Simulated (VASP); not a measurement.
Wanted: the native input for a VASP 6.6.1 run.

- Task: single point
- Functional: HSE06
- Potentials or basis: VASP PAW PBE potentials, release 64 (Li_sv, Br)
- Cutoff: 650 eV
- k mesh: 6 × 6 × 6
- Occupations: gaussian, width 0.01 eV
- Spin: no spin polarisation
- Dipole correction: no
- Grid for exact exchange (PRECFOCK): Normal
- Further INCAR settings: ALGO = Normal; EDIFF = 1e-06; NBANDS = 12
- Share of exact exchange: 0.25
- Screening parameter: 0.2079 1/Å

Crystal: LiBr.

```xyz
2
Lattice="0.0000 2.7396 2.7396 2.7396 0.0000 2.7396 2.7396 2.7396 0.0000" Properties=species:S:1:pos:R:3 pbc="T T T"
Li    0.0000    0.0000    0.0000
Br    2.7396    2.7396    2.7396
```

One way to write it, as run:

POSCAR

```
LiBr
1.0
    0.0000000000      2.7395650468      2.7395650468
    2.7395650468      0.0000000000      2.7395650468
    2.7395650468      2.7395650468      0.0000000000
Li Br
1 1
Direct
    0.0000000000      0.0000000000      0.0000000000
    0.5000000000      0.5000000000      0.5000000000
```

INCAR.step1

```
PREC     = Accurate       # precision mode
ENCUT    = 650            # plane-wave cutoff, eV
EDIFF    = 1E-5           # SCF threshold, eV
ISMEAR   = 0              # smearing method
SIGMA    = 0.01           # smearing width, eV
LREAL    = False          # projectors in reciprocal space
LASPH    = True           # aspherical terms in the spheres
NELM     = 120            # most SCF steps
ALGO     = Normal         # electronic algorithm
ISIF     = 2              # what is computed and relaxed
LWAVE    = True           # write WAVECAR
NBANDS   = 12             # bands
GGA      = PE             # functional
GGA_COMPAT= False
```

INCAR.step2

```
PREC     = Accurate       # precision mode
ENCUT    = 650            # plane-wave cutoff, eV
EDIFF    = 1E-6           # SCF threshold, eV
ISMEAR   = 0              # smearing method
SIGMA    = 0.01           # smearing width, eV
LREAL    = False          # projectors in reciprocal space
LASPH    = True           # aspherical terms in the spheres
NELM     = 120            # most SCF steps
ALGO     = Normal         # electronic algorithm
ISIF     = 2              # what is computed and relaxed
LWAVE    = False          # write WAVECAR
LCHARG   = True           # write CHGCAR
GGA      = PE             # functional
LHFCALC  = True           # exact exchange
HFSCREEN = 0.2079         # screening, 1/A
PRECFOCK = Normal       
LELF     = True           # ELF
LVHAR    = True         
NBANDS   = 12             # bands
ISTART   = 1            
GGA_COMPAT= False
```

KPOINTS

```
Automatic mesh
0
Gamma
  6 6 6
```

Potentials or basis: VASP PAW PBE potentials, release 64 (Li_sv, Br).

Launch:

```bash
$ cat potpaw_PBE.64/Li_sv/POTCAR potpaw_PBE.64/Br/POTCAR > POTCAR
$ cp INCAR.step1 INCAR
$ mpirun -np 1 vasp_std > vasp.out
$ cp INCAR.step2 INCAR
$ mpirun -np 1 vasp_std > vasp.out
```

Results of the run:

```
Pressure               : -0.2 GPa
Band gap on the k mesh : 6.21 eV
```

Caveat: the PAW data sets were made with another functional, which shifts forces and pressure a little.

Run time: 18 min on 1 thread of AMD EPYC 7R13 Processor (Zen 3), with other jobs on the host, peak memory 0.28 GiB.
